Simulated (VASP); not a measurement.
Write the native input for VASP 6.6.1 that does the following.

- Task: relaxation of cell and atoms
- Functional: LDA
- Potentials or basis: VASP PAW LDA potentials, release 64 (Te, Cd)
- Cutoff: 600 eV
- k mesh: 7 × 7 × 7
- Occupations: fermi-dirac, width 0.05 eV
- Spin: no spin polarisation
- Target pressure: 10 GPa
- Dipole correction: no
- Further INCAR settings: ALGO = Normal; EDIFF = 1e-06; IBRION = 2; EDIFFG = -0.02; NSW = 80; ISIF = 3

The structure of CdTe lies in POSCAR:

```
CdTe
1.0
    0.0000000000      3.2050000000      3.2050000000
    3.2050000000      0.0000000000      3.2050000000
    3.2050000000      3.2050000000      0.0000000000
Te Cd
1 1
Direct
    0.7500000000      0.7500000000      0.7500000000
    0.0000000000      0.0000000000      0.0000000000
```

The input as run:

INCAR

```
PREC = Accurate ; ENCUT = 600
EDIFF = 1E-6 ; ISMEAR = -1
SIGMA = 0.05 ; LREAL = F
LASPH = T ; NELM = 100
ALGO = Normal ; ISIF = 3
LWAVE = F ; LCHARG = F
IBRION = 2 ; NSW = 80
EDIFFG = -0.02 ; PSTRESS = 100.0
```

KPOINTS

```
Automatic mesh
0
Gamma
  7 7 7
```

Potentials or basis: VASP PAW LDA potentials, release 64 (Te, Cd).

The run is started by

```sh
$ cat potpaw_LDA.64/Te/POTCAR potpaw_LDA.64/Cd/POTCAR > POTCAR
$ mpirun -np 1 vasp_std > vasp.out
```

It gave:

```json
{
  "Relaxed volume": "28.45 Å³/atom",
  "Relaxed cell": "a = 4.317 Å, b = 4.317 Å, c = 4.317 Å, α = 60.00°, β = 60.00°, γ = 60.00°",
  "Space group after relaxing (to 0.1 Å)": "F-43m (No. 216)",
  "Energy change on relaxing (the run minimises the enthalpy)": "+124.6 meV/atom",
  "Ionic steps": "7",
  "Pressure after relaxing": "10.0 GPa",
  "Band gap on the k mesh": "1.12 eV"
}
```

Caveat: the cell is relaxed towards a set pressure, so the run minimises the enthalpy, not the energy; spin-orbit coupling is left out, which moves the levels of the heavy elements.

It took 2.9 min on 1 thread of AMD EPYC 7R13 (shared host), peak memory 0.16 GiB.
